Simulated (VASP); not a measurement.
Write the native input for VASP 6.6.1 that does the following.

```
Task                   : single point
Functional             : PBEsol
Potentials or basis    : VASP PAW PBE potentials, release 64 (Ta_pv, N)
Cutoff                 : 520 eV
k mesh                 : 18 × 18 × 16
Occupations            : gaussian, width 0.15 eV
Spin                   : no spin polarisation
Dipole correction      : no
Further INCAR settings : ALGO = Normal; EDIFF = 1e-06; NBANDS = 15
```

The structure of TaN lies in POSCAR:

```
TaN
1.0
    2.9971000000      0.0000000000      0.0000000000
   -1.4985500000      2.5955647377      0.0000000000
    0.0000000000      0.0000000000      2.9066000000
Ta N
1 1
Direct
    0.3333333333      0.6666666667      0.5000000000
    0.0000000000      0.0000000000      0.0000000000
```

One way to write it, as run:

INCAR

```
PREC = Accurate
ENCUT = 520
EDIFF = 1E-6
ISMEAR = 0
SIGMA = 0.15
LREAL = F
LASPH = T
NELM = 60
ALGO = Normal
ISIF = 2
LWAVE = F
LCHARG = F
GGA = PS
NBANDS = 15
```

KPOINTS

```
Automatic mesh
0
Gamma
  18 18 16
```

Potentials or basis: VASP PAW PBE potentials, release 64 (Ta_pv, N).

Run with:

```console
$ cat potpaw_PBE.64/Ta_pv/POTCAR potpaw_PBE.64/N/POTCAR > POTCAR
$ mpirun -np 1 vasp_std > vasp.out
```

Results of the run:

```yaml
Pressure: -18.7 GPa
Band_gap_on_the_k_mesh: zero (band 8 reaches 7.89 eV, above the bottom of band 9 at 7.52 eV)
```

Caveat: the PAW data sets were made with another functional, which shifts forces and pressure a little; spin-orbit coupling is left out, which moves the levels of the heavy elements.

Run time: 27 s on 1 thread of Intel(R) Xeon(R) 6975P-C (Granite Rapids) (shared host), peak memory 0.23 GiB.
